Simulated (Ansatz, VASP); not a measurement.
# Si3C in VASP and in Ansatz

```xyz
4
Lattice="2.7491 0.0000 0.0000 -1.3746 2.3808 0.0000 0.0000 0.0000 8.9230" Properties=species:S:1:pos:R:3 pbc="T T T"
Si    0.0000    1.5872    6.6923
Si    0.0000    1.5872    2.2308
Si    1.3746    0.7936    4.4615
C     1.3746    0.7936    0.0000
```

Alike in both runs: task single point; functional PBE; k mesh 6 × 6 × 2; occupations gaussian, width 0.1 eV; no spin polarisation.

|  | VASP | Ansatz |
| --- | --- | --- |
| version | VASP 6.6.1 | Ansatz 0.2.0 |
| potentials or method | VASP PAW PBE potentials, release 64 (Si, C), cutoff 520 eV | scalar-relativistic, plane waves, PAW |
| valence electrons in the cell | 16 | 16 |

|  | VASP | Ansatz | Ansatz less VASP |
| --- | --- | --- | --- |
| gap on the k mesh at the Fermi level (eV) | none | none | - |
| pressure (GPa) | -12.2 | -12.2 | 0.00 |
| traceless stress, the component that is largest in VASP (GPa) | -5.29 | -5.31 | -0.017 |
| rms of the force components (eV/Å) | 0.672 | 0.673 | +0.0015 |

Atom by atom the forces differ by 0.002 eV/Å (rms over components). A gap of «none» marks a metal or a gap that the smearing closes. With one functional, cell and mesh, what is left measures potentials, basis and numerics.

The k mesh is coarse, so the values compare programs but aren't converged.
